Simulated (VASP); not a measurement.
ZnS: single point with PBE

Crystal: ZnS.

```xyz
4
Lattice="4.1424 0.0000 0.0000 -2.0712 3.5875 0.0000 0.0000 0.0000 5.4338" Properties=species:S:1:pos:R:3 pbc="T T T"
Zn    0.0000    2.3916    0.0284
Zn    2.0712    1.1958    2.7452
S     0.0000    2.3916    2.0636
S     2.0712    1.1958    4.7805
```

This cell differs from its parent crystal: ratio of the length along z to the lengths across it x 0.8, volume and fractional coordinates fixed.

| Property | Result |
| --- | --- |
| Program | VASP 6.6.1 |
| Task | single point |
| Functional | PBE |
| Potentials or basis | VASP PAW PBE potentials, release 64 (Zn, S) |
| Cutoff | 520 eV |
| k mesh | 12 × 12 × 6 |
| Occupations | gaussian, width 0.05 eV |
| Spin | no spin polarisation |
| Dipole correction | no |
| Further INCAR settings | ALGO = Normal; EDIFF = 1e-06; NBANDS = 26 |

- Pressure: 7.3 GPa
- Largest force: 3.171 eV/Å
- Band gap on the k mesh: 1.69 eV, direct

Forces on the atoms (eV/Å):
```
Zn   0.000  0.000 -3.171
Zn   0.000  0.000 -3.171
S    0.000  0.000  3.171
S    0.000  0.000  3.171
```

Stress tensor (GPa, compression positive):
```
-5.86  0.00  0.00
 0.00 -5.86  0.00
 0.00  0.00 33.76
```

Levels at points of the mesh, in eV from the valence-band top:
```csv
k point,band 14,band 15,band 16,band 17,band 18,band 19,band 20,band 21,band 22,band 23
"(0.00, 0.00, 0.00)",-1.64,-1.64,-0.05,-0.05,0.00,1.69,2.05,5.60,5.60,7.70
"(0.50, 0.00, 0.00)",-3.27,-3.17,-2.73,-1.65,-0.41,2.79,4.39,6.03,6.46,7.90
"(0.00, 0.00, 0.50)",-2.37,-0.87,-0.87,-0.87,-0.87,3.16,3.16,5.99,5.99,5.99
"(0.50, 0.00, 0.50)",-4.60,-1.69,-1.69,-0.81,-0.81,3.77,3.77,6.27,6.27,8.59
```

Run time: 65 s on 1 thread of Intel(R) Xeon(R) 6975P-C (Granite Rapids), on a shared host, peak memory 0.27 GiB.

Caveat: forces of over 1 eV/Å act on the atoms, so gaps and moduli don't describe the material at rest. A k mesh can miss the band edges.
